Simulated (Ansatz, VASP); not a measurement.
**Zr: VASP beside Ansatz**

Contents of INCAR:

```
ALGO = Normal
EDIFF = 1E-7
ENCUT = 520
GGA = PE
ISIF = 2
ISMEAR = -1
LASPH = True
LCHARG = False
LREAL = False
LWAVE = False
NBANDS = 19
NELM = 60
PREC = Accurate
SIGMA = 0.1
```

Contents of KPOINTS:

```
k-points
0
Gamma
  9 9 5
```

POSCAR

```
Zr
1.0
    3.2318821451      0.0000000000      0.0000000000
   -1.6159410725      2.7988920397      0.0000000000
    0.0000000000      0.0000000000      5.1741041053
Zr
2
Direct
    0.3333333333      0.6666666667      0.2500000000
    0.6666666667      0.3333333333      0.7500000000
```

Input for Ansatz:

```yaml
crystal:
  lattice:
    - [3.2318821451, 0.0, 0.0]
    - [-1.6159410725, 2.7988920397, 0.0]
    - [0.0, 0.0, 5.1741041053]
  atoms:
    - { symbol: Zr, position: [0.3333333333, 0.6666666667, 0.25] }
    - { symbol: Zr, position: [0.6666666667, 0.3333333333, 0.75] }
hamiltonian:
  xc: pbe
  pseudopotentials:
    kind: paw
    azcp:
      Zr: "pseudopotentials/Zr.paw.azcp"
basis:
  ecutwfc: 420
  fft_grid_basis: typed
kpoints:
  mp_grid: { grid: [9, 9, 5], shift: [0, 0, 0] }
magnetization:
  spin_polarized: false
scf:
  occupations: { method: fermi_dirac, width: 0.1 }
  lower_state_search: "off"
output:
  stress: true
  write_density: true
  write_potential: true
  elf: true
  volumetric_format: npy
```

Alike in both runs: task single point; functional PBE; k mesh 9 × 9 × 5; occupations fermi-dirac, width 0.1 eV; no spin polarisation.

|  | VASP | Ansatz |
| --- | --- | --- |
| version | VASP 6.6.1 | Ansatz 0.2.0 |
| potentials or method | VASP PAW PBE potentials, release 64 (Zr_sv), cutoff 520 eV | plane waves (420 eV) with PAW, scalar-relativistic |
| valence electrons in the cell | 24 | 24 |

```tsv
	VASP	Ansatz	Ansatz less VASP
pressure (GPa)	0.0	0.0	-0.01
traceless stress, the component that is largest in VASP (GPa)	0.17	0.17	+0.004
```
